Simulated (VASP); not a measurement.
The system is BN.

```
B N
1.0
     2.48226    0.00000    0.00000
    -1.24113    2.14970    0.00000
     0.00000    0.00000    6.87363
B N
2 2
Direct
  0.00000 0.00000 0.88154
  0.33333 0.66667 0.45397
  0.33333 0.66667 0.04182
  0.66667 0.33333 0.62268
```

- Program: VASP 6.6.1
- Task: relaxation of cell and atoms
- Functional: PBE
- Potentials or basis: VASP PAW PBE potentials, release 64 (B_h, N_h)
- Cutoff: 1330 eV
- k mesh: 6 × 6 × 4
- Occupations: gaussian, width 0.1 eV
- Spin: no spin polarisation

At the start: pressure -34.2 GPa; volume 9.17 Å³/atom.

Question: How do energy, volume and symmetry change on relaxing?

Answer: Over 43 steps the energy falls by 3209.3 meV/atom and the volume is 10.79 Å³/atom (+17.7 %); space group P3m1 (No. 156, to 0.1 Å) before, P-6m2 (No. 187, to 0.1 Å).

Step by step:
```
step  energy change (eV)  largest force (eV/Å)  pressure (GPa)  volume (Å³)
   1              0.0000                7.2298          -34.21        36.68
   3             -9.4534                7.0668           67.23        25.00
   5            -11.4037                2.4969            7.48        27.64
   7            -12.1904                2.3107           15.20        29.28
   9            -12.6217                0.3140           -9.60        34.11
  11            -12.7347                0.7330            1.42        34.49
  13            -12.7709                0.1741            4.97        35.03
  15            -12.7845                0.3412           -0.08        36.05
  17            -12.8041                0.3184           -1.08        37.49
  19            -12.8135                0.2536            2.63        38.00
  21            -12.8261                0.2285            0.61        39.50
  23            -12.8293                0.0640           -0.94        40.17
  25            -12.8312                0.0927            0.35        40.33
  27            -12.8327                0.0688            0.77        40.74
  29            -12.8328                0.1087            0.92        40.90
  31            -12.8338                0.1075            0.17        41.30
  33            -12.8341                0.1066           -0.35        41.61
  35            -12.8357                0.0566           -0.28        42.11
  37            -12.8361                0.1021           -0.23        42.48
  39            -12.8367                0.0610            0.54        42.70
  41            -12.8372                0.0498            0.13        43.04
  43            -12.8374                0.0282           -0.08        43.18
```

Final structure:
```
CELL_PARAMETERS angstrom
2.51204 0.00000 0.00000
-1.25602 2.17549 0.00000
0.00000 0.00000 7.90086
ATOMIC_POSITIONS crystal
B 0.00000 0.00000 0.00076
B 0.33333 0.66667 0.49918
N 0.33333 0.66667 0.00064
N 0.66667 0.33333 0.49943
```

Caveat: the k points lie up to 0.48 Å⁻¹ apart in the final cell; the volume moved by over 15 % at a fixed basis, so the end points are rough; this functional lacks dispersion, which binds layers or chains, so the pressure and a relaxed spacing across them are unreliable.
